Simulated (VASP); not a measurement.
# HfH2 (I4/mmm) in VASP: notebook, part 2 of 2

VASP 6.6.1.

## Step 4: Single point, LDA

This run uses another cell than the first one, of 8.79 Å³/atom.

INCAR reads:

```
PREC     = Accurate       # precision mode
ENCUT    = 520            # plane-wave cutoff, eV
EDIFF    = 1E-6           # SCF threshold, eV
ISMEAR   = -1             # smearing method
SIGMA    = 0.03           # smearing width, eV
LREAL    = F              # projectors in reciprocal space
LASPH    = T              # aspherical terms in the spheres
NELM     = 100            # most SCF steps
ALGO     = Normal         # electronic algorithm
ISIF     = 2              # what is computed and relaxed
LWAVE    = F              # write WAVECAR
LCHARG   = F              # write CHGCAR
NBANDS   = 13             # bands
```

KPOINTS reads:

```
Automatic mesh
0
Gamma
  12 12 12
```

POSCAR reads:

```
HfH2
1.0
   -1.7390000000      1.7390000000      2.1805000000
    1.7390000000     -1.7390000000      2.1805000000
    1.7390000000      1.7390000000     -2.1805000000
Hf H
1 2
Direct
    0.0000000000      0.0000000000      0.0000000000
    0.7500000000      0.2500000000      0.5000000000
    0.2500000000      0.7500000000      0.5000000000
```

Potentials or basis: VASP PAW LDA potentials, release 64 (Hf_pv, H).

The run is started by

```bash
cat potpaw_LDA.64/Hf_pv/POTCAR potpaw_LDA.64/H/POTCAR > POTCAR
mpirun -np 1 vasp_std > vasp.out
```

OUTCAR:

```text
PREC = Accurate
   ENCUT = 520
   EDIFF = 1E-6
   ISMEAR = -1
   LREAL = F
   LASPH = T
   NELM = 100
   ISIF = 2

 ion  position               nearest neighbor table
   1  0.000  0.000  0.000-   2 2.05   3 2.05   2 2.05   3 2.05   2 2.05   3 2.05   2 2.05   3 2.05

   2  0.750  0.250  0.500-   1 2.05   1 2.05   1 2.05   1 2.05
   3  0.250  0.750  0.500-   1 2.05   1 2.05   1 2.05   1 2.05

  LATTYP: Found a body centered tetragonal cell.
 ALAT       =     3.4780000000
 C/A-ratio  =     1.2538815411

  Lattice vectors:

 A1 = (  -1.7390000000,   1.7390000000,   2.1805000000)
 A2 = (   1.7390000000,  -1.7390000000,   2.1805000000)
 A3 = (   1.7390000000,   1.7390000000,  -2.1805000000)

Analysis of symmetry for initial positions (statically):
=====================================================================
 Subroutine PRICEL returns:
 Original cell was already a primitive cell.

 Routine SETGRP: Setting up the symmetry group for a
 body centered tetragonal supercell.

 Subroutine GETGRP returns: Found 16 space group operations
 (whereof 16 operations were pure point group operations)
 out of a pool of 16 trial point group operations.

The static configuration has the point symmetry D_4h.

Analysis of symmetry for dynamics (positions and initial velocities):
=====================================================================
 Subroutine PRICEL returns:
 Original cell was already a primitive cell.

 Routine SETGRP: Setting up the symmetry group for a
 body centered tetragonal supercell.

 Subroutine GETGRP returns: Found 16 space group operations
 (whereof 16 operations were pure point group operations)
 out of a pool of 16 trial point group operations.

The dynamic configuration has the point symmetry D_4h.

 Subroutine INISYM returns: Found 16 space group operations
 (whereof 16 operations are pure point group operations),
 and found     1 'primitive' translations

----------------------------------------------------------------------------------------

                                     Primitive cell

  volume of cell :      26.3764

  direct lattice vectors                    reciprocal lattice vectors
    -1.739000000  1.739000000  2.180500000     0.000000000  0.287521564  0.229305205
     1.739000000 -1.739000000  2.180500000     0.287521564  0.000000000  0.229305205
     1.739000000  1.739000000 -2.180500000     0.287521564  0.287521564  0.000000000

  length of vectors
     3.286764709  3.286764709  3.286764709     0.367762868  0.367762868  0.406616895

  position of ions in fractional coordinates (direct lattice)
     0.000000000  0.000000000  0.000000000
     0.750000000  0.250000000  0.500000000
     0.250000000  0.750000000  0.500000000

  ion indices of the primitive-cell ions
   primitive index   ion index
                 1           1
                 2           2
                 3           3

----------------------------------------------------------------------------------------

 KPOINTS: Automatic mesh

Automatic generation of k-mesh.
 Grid dimensions read from file:
 generate k-points for:   12   12   12

 Generating k-lattice:

[... 42 lines left out ...]
 [... further k-points ...]
   k-points           NKPTS =    163   k-points in BZ     NKDIM =    163   number of bands    NBANDS=     13
   number of dos      NEDOS =    301   number of ions     NIONS =      3
   total plane-waves  NPLWV =  13824
   dimension x,y,z NGX =    24 NGY =   24 NGZ =   24
   dimension x,y,z NGXF=    48 NGYF=   48 NGZF=   48
   ions per type =               1   2
   NGX,Y,Z   is equivalent  to a cutoff of  12.14, 12.14, 12.14 a.u.
   NGXF,Y,Z  is equivalent  to a cutoff of  24.28, 24.28, 24.28 a.u.
 SYSTEM =  unknown system
   PREC   = accura    normal or accurate (medium, high low for compatibility)
   ISTART =      0    job   : 0-new  1-cont  2-samecut
   ICHARG =      2    charge: 1-file 2-atom 10-const
   ISPIN  =      1    spin polarized calculation?
   LNONCOLLINEAR =      F non collinear calculations
   LSORBIT =      F    spin-orbit coupling
   LASPH  =      T    aspherical Exc in radial PAW
   ENCUT  =  520.0 eV  38.22 Ry    6.18 a.u.   6.11  6.11  6.11*2*pi/ulx,y,z
   NELM   =    100;   NELMIN=  2; NELMDL= -5     # of ELM steps
   EDIFF  = 0.1E-05   stopping-criterion for ELM
   LREAL  =      F    real-space projection
   EDIFFG = 0.1E-04   stopping-criterion for IOM
   NSW    =      0    number of steps for IOM
   IBRION =     -1    ionic relax: 0-MD 1-quasi-New 2-CG
   NFREE  =      0    steps in history (QN), initial steepest desc. (CG)
   ISIF   =      2    stress and relaxation
   ISYM   =      2    0-nonsym 1-usesym 2-fastsym
   POTIM  = 0.5000    time-step for ionic-motion
   TEBEG  =    0.0;   TEEND  =   0.0 temperature during run
   PSTRESS=    0.0 pullay stress
   NELECT =      12.0000    total number of electrons
   NUPDOWN=      -1.0000    fix difference up-down
   EMIN   =  10.00;   EMAX   =-10.00  energy-range for DOS
   EFERMI =   0.00;   METHOD = LEGACY
   ISMEAR =    -1;   SIGMA  =   0.03  broadening in eV -4-tet -1-fermi 0-gaus
   EFERMI_NEDOS =   21; number of points for ismear=-14 and -15
   IALGO  =     38    algorithm
   IMIX   =      4    mixing-type and parameters
     AMIX     =   0.40;   BMIX     =  1.00
     AMIX_MAG =   1.60;   BMIX_MAG =  1.00
  volume/ion in A,a.u.               =       8.79        59.33
  Fermi-wavevector in a.u.,A,eV,Ry     =   1.259109  2.379372 21.570088  1.585357
  Thomas-Fermi vector in A             =   2.392686
   LORBIT       =      0    0 simple, 1 ext, 2 COOP (PROOUT), +10 PAW based schemes
   GGA     = CA    functional components
   LHFCALC =     F    Hartree Fock is set to
   AEXX    =    0.0000 exact exchange contribution
   IVDW    =     0    specifies the selected vdW correction
   LEPSILON=     F    determine dielectric tensor
   LRPA    =     F    only Hartree local field effects (RPA)
 non-spin polarized calculation
  energy-cutoff  :      520.00
  volume of cell :       26.38
 maximum number of plane-waves:       740
   NGX = 13   NGY = 13   NGZ = 13

 number of electron      12.0000000 magnetization

 Free energy of the ion-electron system (eV)
  ---------------------------------------------------
  ext. energy  EPLUGINS =         0.00000000
  ---------------------------------------------------
  free energy    TOTEN  =       -19.45577424 eV

  energy without entropy =      -19.45385920  energy(sigma->0) =      -19.45481672

 E-fermi :   5.1965     XC(G=0): -11.6051

 val. band max:        5.1906482791   @ k =  -0.0833   0.3333   0.0833
 cond. band min:       5.2068718792   @ k =  -0.2500  -0.2500   0.1667
 fundamental gap:      0.0162236001
 Fermi energy:         5.1965464087

 k-point     1 :       0.0000    0.0000    0.0000
  band No.  band energies     occupation
      1     -25.5831      2.00000
      2     -25.5831      2.00000
      3     -25.5261      2.00000
      4      -5.9460      2.00000
      5       4.0700      2.00000
      6       4.7146      2.00000
      7       4.7146      2.00000
      8       5.4849      0.00013
      9       7.0277      0.00000
     10       8.3501      0.00000
     11      16.7122      0.00000
     12      16.8002      0.00000
     13      17.1242      0.00000
[... 354 lines left out ...]
  band No.  band energies     occupation
      1     -26.0225      2.00000
      2     -25.7181      2.00000
      3     -25.6284      2.00000
      4      -2.9522      2.00000
      5      -0.2283      2.00000
      6       3.8712      2.00000
      7       6.1400      0.00000
      8       8.1396      0.00000
      9       9.1875      0.00000
     10      11.6655      0.00000
     11      12.8124      0.00000
     12      14.6849      0.00000
     13      16.7658      0.00000

 [... further k-points ...]

------------------------ aborting loop because EDIFF is reached ----------------------------------------

  FORCE on cell =-STRESS in cart. coord.  units (eV):
  Direction    XX          YY          ZZ          XY          YZ          ZX
  --------------------------------------------------------------------------------------
  -------------------------------------------------------------------------------------
  Total       -1.3317635     -1.3317635     -1.5044738      0.0000000     -0.0000000      0.0000000
  in kB      -80.8951400    -80.8951400    -91.3860616      0.0000000     -0.0000000      0.0000000
  external PRESSURE =     -84.3921139 kB  Pullay stress =       0.0000000 kB

 VOLUME and BASIS-vectors are now :
 -----------------------------------------------------------------------------
  energy-cutoff  :      520.00
  volume of cell :       26.38
      direct lattice vectors                 reciprocal lattice vectors
    -1.739000000  1.739000000  2.180500000     0.000000000  0.287521564  0.229305205
     1.739000000 -1.739000000  2.180500000     0.287521564  0.000000000  0.229305205
     1.739000000  1.739000000 -2.180500000     0.287521564  0.287521564  0.000000000

 POSITION                                       TOTAL-FORCE (eV/Angst)
 -----------------------------------------------------------------------------------
      0.00000      0.00000      0.00000        -0.000000      0.000000      0.000000
     -0.00000      1.73900      1.09025        -0.000000      0.000000     -0.000000
      1.73900     -0.00000      1.09025         0.000000     -0.000000     -0.000000
 -----------------------------------------------------------------------------------
    total drift:                               -0.000000      0.000000      0.000000

  FREE ENERGIE OF THE ION-ELECTRON SYSTEM (eV)
  ---------------------------------------------------
  free  energy   TOTEN  =       -19.4557742365 eV

  energy  without entropy=      -19.4538591969  energy(sigma->0) =      -19.45481672
```

Wall time 49 s (1 thread of Intel Xeon 8259CL, shared host); peak memory 0.17 GiB.

Results:

```yaml
Free_energy: -19.4558 eV
Pressure: -8.4 GPa
Band_gap_on_the_k_mesh: zero (bands 6 and 7 overlap by 1.07 eV)
```

Stress tensor (GPa, compression positive):
```
-8.09  0.00  0.00
 0.00 -8.09  0.00
 0.00  0.00 -9.14
```

Levels at points of the mesh, in eV from the Fermi level:
```
           k point  band 3  band 4  band 5  band 6  band 7  band 8  band 9  band 10
(0.00, 0.00, 0.00)  -30.72  -11.14   -1.13   -0.48   -0.48    0.29    1.83     3.15
(0.50, 0.00, 0.00)  -30.78   -8.28   -5.03   -0.81    0.54    3.74    4.70     4.78
(0.50, 0.50, 0.00)  -30.88   -6.53   -5.58   -4.07    3.87    4.11    5.21     6.46
(0.50, 0.50, 0.50)  -31.04   -7.59   -4.18   -3.76    4.53    4.64    4.64     5.67
```

Caveat: the cell stands under tension; spin-orbit coupling is left out, which moves the levels of the heavy elements.

## Step 5: Overview

```csv
cell,gap on the mesh (eV),pressure (GPa)
"a = 3.305 Å, angles 115.8, 115.8, 97.4°, 3 atoms",none,-11.1
"a = 3.324 Å, angles 115.5, 115.5, 98.0°, 3 atoms",none,-13.5
"a = 3.287 Å, angles 116.1, 116.1, 96.9°, 3 atoms",none,-8.4
```

Alike in all rows: task single point; level LDA; potentials or basis VASP PAW LDA potentials, release 64 (Hf_pv, H); no spin polarisation; k mesh 12 × 12 × 12; cutoff (eV) 520; smearing fermi-dirac 0.03 eV.

Caveats: the cell stands under tension; spin-orbit coupling is left out, which moves the levels of the heavy elements.

Total energies depend on the potentials used, so only differences within one code and one set of settings carry meaning.
